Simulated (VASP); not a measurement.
Set up this calculation in VASP 6.6.1, as the native input.

```
Task                   : single point
Functional             : r2SCAN
Dispersion             : D3(BJ)
Potentials or basis    : VASP PAW PBE potentials, release 64 (C, H)
Cutoff                 : 520 eV
k mesh                 : 1 × 1 × 1
Occupations            : fermi-dirac, width 0.02 eV
Spin                   : no spin polarisation
Dipole correction      : no
Further INCAR settings : LREAL = Auto; ALGO = Normal; EDIFF = 1e-06; NBANDS = 58
```

The system is H4C.

```
C H
1.0
     7.95811    0.00000    0.00000
     0.00000    7.95811    0.00000
     0.00000    0.00000    7.95811
C H
8 32
Direct
  0.69560 0.83650 0.27014
  0.97299 0.49698 0.51854
  0.09407 0.36726 0.98696
  0.29486 0.89042 0.92528
  0.35183 0.11365 0.45383
  0.47097 0.59018 0.61499
  0.59814 0.39786 0.10504
  0.80485 0.00456 0.77009
  0.74430 0.91035 0.37704
  0.59682 0.75366 0.30515
  0.80876 0.77187 0.19272
  0.66390 0.90603 0.15567
  0.05473 0.56498 0.43010
  0.03497 0.43073 0.61873
  0.90285 0.41363 0.43911
  0.87678 0.60841 0.52845
  0.19867 0.37450 0.90150
  0.07450 0.48632 0.05789
  0.08273 0.27498 0.09460
  0.96309 0.36789 0.94416
  0.19850 0.91923 0.01838
  0.33977 0.02346 0.92551
  0.21372 0.85945 0.82114
  0.39269 0.80823 0.99015
  0.26212 0.18307 0.53533
  0.30568 0.99638 0.40500
  0.47687 0.07709 0.50556
  0.38394 0.21802 0.37709
  0.53290 0.70307 0.65852
  0.34192 0.57838 0.57467
  0.45469 0.50684 0.72722
  0.54356 0.51329 0.53779
  0.46893 0.42616 0.14557
  0.69090 0.41510 0.19693
  0.62465 0.46335 0.99173
  0.58606 0.24874 0.09535
  0.84192 0.02710 0.90863
  0.75422 0.88251 0.75935
  0.92560 0.00298 0.69499
  0.70296 0.08801 0.72135
```

These files were run (other wordings do the same):

POSCAR

```
H4C
1.0
    7.9581140000      0.0000000000      0.0000000000
    0.0000000000      7.9581140000      0.0000000000
    0.0000000000      0.0000000000      7.9581140000
C H
8 32
Direct
    0.6956045113      0.8365047296      0.2701393823
    0.9729943552      0.4969770476      0.5185399455
    0.0940675140      0.3672603836     -0.0130432914
    0.2948562938      0.8904245403      0.9252820455
    0.3518295918      0.1136450169      0.4538261201
    0.4709658595      0.5901775220      0.6149949599
    0.5981442337      0.3978580855      0.1050374498
    0.8048515012      1.0045596230      0.7700945224
    0.7442969528      0.9103538854      0.3770365692
    0.5968248256      0.7536584673      0.3051476769
    0.8087594624      0.7718662990      0.1927215418
    0.6639010198      0.9060312531      0.1556650231
    1.0547348279      0.5649831103      0.4301019061
    1.0349688381      0.4307301956      0.6187269999
    0.9028521079      0.4136281536      0.4391115784
    0.8767780909      0.6084104852      0.5284543549
    0.1986651611      0.3744982794     -0.0985032383
    0.0745025769      0.4863212565      0.0578906007
    0.0827331702      0.2749772119      0.0945952772
   -0.0369057292      0.3678886731     -0.0558423767
    0.1985018058      0.9192253340      1.0183819935
    0.3397664321      1.0234585732      0.9255082297
    0.2137189791      0.8594498646      0.8211367668
    0.3926935452      0.8082316991      0.9901466604
    0.2621224074      0.1830710141      0.5353278428
    0.3056754402     -0.0036189479      0.4049954550
    0.4768717814      0.0770911299      0.5055594831
    0.3839351887      0.2180164798      0.3770868324
    0.5329026450      0.7030685914      0.6585228611
    0.3419151824      0.5783782439      0.5746713354
    0.4546931597      0.5068411938      0.7272200423
    0.5435584361      0.5132874447      0.5377907379
    0.4689302013      0.4261562476      0.1455746927
    0.6909049054      0.4150983512      0.1969310819
    0.6246454876      0.4633509899     -0.0082682907
    0.5860559424      0.2487398396      0.0953492247
    0.8419205857      1.0271026527      0.9086323719
    0.7542239279      0.8825080917      0.7593507708
    0.9255961903      1.0029763333      0.6949887875
    0.7029554993      1.0880090433      0.7213518178
```

INCAR.step1

```
  ALGO = Normal
  EDIFF = 1E-4
  ENCUT = 520
  GGA = PE
  ISMEAR = -1
  LASPH = True
  LCHARG = False
  LREAL = Auto
  LWAVE = True
  NBANDS = 58
  NELM = 80
  PREC = Accurate
  SIGMA = 0.02
```

INCAR.step2

```
  ALGO = Normal
  EDIFF = 1E-6
  ENCUT = 520
  ISIF = 2
  ISMEAR = -1
  ISTART = 1
  IVDW = 12
  LASPH = True
  LCHARG = False
  LMIXTAU = True
  LREAL = Auto
  LWAVE = False
  METAGGA = R2SCAN
  NBANDS = 58
  NELM = 80
  PREC = Accurate
  SIGMA = 0.02
  VDW_A1 = 0.49484001
  VDW_A2 = 5.73083694
  VDW_S6 = 1.0
  VDW_S8 = 0.78981345
```

KPOINTS

```
k-points
0
Gamma
  1 1 1
```

Potentials or basis: VASP PAW PBE potentials, release 64 (C, H).

Command:

```bash
$ cat potpaw_PBE.64/C/POTCAR potpaw_PBE.64/H/POTCAR > POTCAR
$ cp INCAR.step1 INCAR
$ mpirun -np 1 vasp_gam > vasp.out
$ cp INCAR.step2 INCAR
$ mpirun -np 1 vasp_gam > vasp.out
```

It gave:

- Pressure: -1.4 GPa
- Largest force: 4.194 eV/Å
- Band gap on the k mesh: 7.17 eV
- Dispersion energy per atom: -0.013 eV

Caveat: the k points lie up to 0.79 Å⁻¹ apart; the PAW data sets were made with another functional, which shifts forces and pressure a little.

Run time: 3.4 min on 1 thread of Intel(R) Xeon(R) Platinum 8259CL CPU @ 2.50GHz (Skylake/Cascade Lake), on a shared host, peak memory 0.52 GiB.
